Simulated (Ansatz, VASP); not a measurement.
**C in VASP and in Ansatz**

```
CELL_PARAMETERS angstrom
1.39549 -4.42679 0.00000
1.39549 4.42679 0.00000
0.00000 0.00000 3.69321
ATOMIC_POSITIONS crystal
C 0.09800 0.90200 0.91000
C 0.59800 0.40200 0.59000
C 0.90200 0.09800 0.09000
C 0.40200 0.59800 0.41000
```

Alike in both runs: task single point; functional r2SCAN; k mesh 6 × 6 × 6; occupations gaussian, width 0.1 eV; no spin polarisation.

```csv
,VASP,Ansatz
version,VASP 6.6.1,Ansatz 0.2.0
potentials or method,"VASP PAW PBE potentials, release 64 (C), cutoff 520 eV","scalar-relativistic, plane waves, PAW"
valence electrons in the cell,16,16
```

VASP gave:

```
gap on the k mesh at the Fermi level (eV) : none
rms of the force components (eV/Å)        : 3.473
```

**Question.** Estimate Ansatz's values.

**Answer.** gap on the k mesh at the Fermi level (eV): none; rms of the force components (eV/Å): 3.485.

VASP's potentials were made for PBE, not for r2SCAN. Atom by atom the forces differ by 0.012 eV/Å (rms over components). A gap of «none» marks a metal or a gap that the smearing closes.

The k mesh is coarse, so the values compare programs but aren't converged.
